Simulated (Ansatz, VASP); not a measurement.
One calculation of SnSe, two programs

```
CELL_PARAMETERS angstrom
5.06445 0.00000 0.00000
-2.53223 4.38595 0.00000
0.00000 0.00000 6.07339
ATOMIC_POSITIONS crystal
Sn 0.33333 0.66667 0.25000
Sn 0.66667 0.33333 0.75000
Se 0.66667 0.33333 0.25000
Se 0.33333 0.66667 0.75000
```

Alike in both runs: task single point; functional r2SCAN; k mesh 6 × 6 × 4; no spin polarisation.

|  | VASP | Ansatz |
| --- | --- | --- |
| version | VASP 6.6.1 | Ansatz 0.2.0 |
| potentials or method | VASP PAW PBE potentials, release 64 (Sn_d, Se) | plane waves, PAW |
| plane-wave cutoff (eV) | 520 | 500 |
| occupations | gaussian, width 0.01 eV | fixed |
| valence electrons in the cell | 40 | 60 |

```csv
,VASP,Ansatz,Ansatz less VASP
gap on the k mesh at the Fermi level (eV),0.58,0.58,0.000
pressure (GPa),0.0,0.0,0.00
```

VASP's potentials were made for PBE, not for r2SCAN. VASP's potentials hold 40 valence electrons a cell and Ansatz's 60, so a difference there can come from the potentials and not from the codes.
